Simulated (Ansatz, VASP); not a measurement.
**WC in VASP and in Ansatz**

The input POSCAR:

```
WC
1.0
    0.0000000000      2.1926840000      2.1926840000
    2.1926840000      0.0000000000      2.1926840000
    2.1926840000      2.1926840000      0.0000000000
W C
1 1
Direct
   -0.0403105726      0.0000000000      0.0000000000
    0.5000000000      0.5000000000      0.5000000000
```

Contents of INCAR.step1:

```
PREC = Accurate
ENCUT = 520
ISMEAR = 0
SIGMA = 0.15
LREAL = False
LASPH = True
NELM = 80
NBANDS = 16
GGA = PE
ALGO = Normal
EDIFF = 1E-4
LWAVE = True
LCHARG = False
```

Contents of INCAR.step2:

```
PREC = Accurate
ENCUT = 520
EDIFF = 1E-6
ISMEAR = 0
SIGMA = 0.15
LREAL = False
LASPH = True
NELM = 80
ALGO = Normal
ISIF = 2
LWAVE = False
LCHARG = True
METAGGA = R2SCAN
LMIXTAU = True
LELF = True
LVHAR = True
NBANDS = 16
ISTART = 1
```

Contents of KPOINTS:

```
Automatic mesh
0
Gamma
  18 18 18
```

Input for Ansatz:

```yaml
crystal:
  lattice:
    - [0.0, 2.192684, 2.192684]
    - [2.192684, 0.0, 2.192684]
    - [2.192684, 2.192684, 0.0]
  atoms:
    - { symbol: W, position: [-0.0403105726, 0.0, 0.0] }
    - { symbol: C, position: [0.5, 0.5, 0.5] }
basis:
  ecutwfc: 500
kpoints:
  mp_grid: { grid: [18, 18, 18] }
hamiltonian:
  xc: r2scan
scf:
  occupations: { method: gaussian, width: 0.15 }
output:
  forces: true
  stress: true
  eigenvalues: true
  write_density: true
  write_potential: true
  elf: true
  volumetric_format: npy
```

Change from the starting cell: all W atoms moved +0.125 Å, as atom 1 towards its neighbour atom 1 (W) at 3.101 Å.

Alike in both runs: task single point; functional r2SCAN; k mesh 18 × 18 × 18; occupations gaussian, width 0.15 eV; no spin polarisation.

|  | VASP | Ansatz |
| --- | --- | --- |
| version | VASP 6.6.1 | Ansatz 0.2.0 |
| potentials or method | VASP PAW PBE potentials, release 64 (W_sv, C), cutoff 520 eV | scalar-relativistic, plane waves, PAW |
| valence electrons in the cell | 18 | 18 |

VASP gave:

```
gap on the k mesh at the Fermi level (eV)                     : none
pressure (GPa)                                                : -1.1
traceless stress, the component that is largest in VASP (GPa) : -2.68
rms of the force components (eV/Å)                            : 0.465
```

Q: Estimate Ansatz's values.

A: gap on the k mesh at the Fermi level (eV): none; pressure (GPa): -2.8; traceless stress, the component that is largest in VASP (GPa): -2.60; rms of the force components (eV/Å): 0.459.

VASP's potentials were made for PBE, not for r2SCAN. Atom by atom the forces differ by 0.006 eV/Å (rms over components). A gap of «none» marks a metal or a gap that the smearing closes.

Neither program's run includes spin-orbit coupling.
